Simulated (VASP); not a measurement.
Write the native input for VASP 6.6.1 that does the following.

```
Task                   : single point
Functional             : r2SCAN
Potentials or basis    : VASP PAW PBE potentials, release 64 (Al, N)
Cutoff                 : 520 eV
k mesh                 : 10 × 10 × 10
Occupations            : gaussian, width 0.01 eV
Spin                   : no spin polarisation
Dipole correction      : no
Further INCAR settings : ALGO = Normal; EDIFF = 1e-07; NBANDS = 11
```

AlN:

```
Al N
1.0
     0.00000    2.01887    2.07943
     2.01887    0.00000    2.07943
     2.01887    2.01887    0.00000
Al N
1 1
Direct
  0.00000 0.00000 0.00000
  0.50000 0.50000 0.50000
```

This cell differs from its parent crystal: uniaxial z strain +3.0%.

The input as run:

POSCAR

```
AlN
1.0
    0.0000000000      2.0188684521      2.0794345057
    2.0188684521      0.0000000000      2.0794345057
    2.0188684521      2.0188684521      0.0000000000
Al N
1 1
Direct
    0.0000000000      0.0000000000      0.0000000000
    0.5000000000      0.5000000000      0.5000000000
```

INCAR.step1

```
ALGO = Normal
EDIFF = 1E-4
ENCUT = 520
GGA = PE
ISMEAR = 0
LASPH = True
LCHARG = False
LREAL = False
LWAVE = True
NBANDS = 11
NELM = 80
PREC = Accurate
SIGMA = 0.01
```

INCAR.step2

```
ALGO = Normal
EDIFF = 1E-7
ENCUT = 520
ISIF = 2
ISMEAR = 0
ISTART = 1
LASPH = True
LCHARG = False
LMIXTAU = True
LREAL = False
LWAVE = False
METAGGA = R2SCAN
NBANDS = 11
NELM = 80
PREC = Accurate
SIGMA = 0.01
```

KPOINTS

```
k-points
0
Gamma
  10 10 10
```

Potentials or basis: VASP PAW PBE potentials, release 64 (Al, N).

The run is started by

```console
$ cat potpaw_PBE.64/Al/POTCAR potpaw_PBE.64/N/POTCAR > POTCAR
$ cp INCAR.step1 INCAR
$ mpirun -np 1 vasp_std > vasp.out
$ cp INCAR.step2 INCAR
$ mpirun -np 1 vasp_std > vasp.out
```

Results of the run:

- Pressure: -8.1 GPa
- Band gap on the k mesh: 5.01 eV, indirect (least direct gap 5.99 eV)

Caveat: the cell differs from its parent crystal (uniaxial z strain +3.0%); the PAW data sets were made with another functional, which shifts forces and pressure a little.

Wall time 63 s on 1 thread of AMD EPYC 9R45 96-Core Processor (Zen 5), with other jobs on the host, peak memory 0.12 GiB.
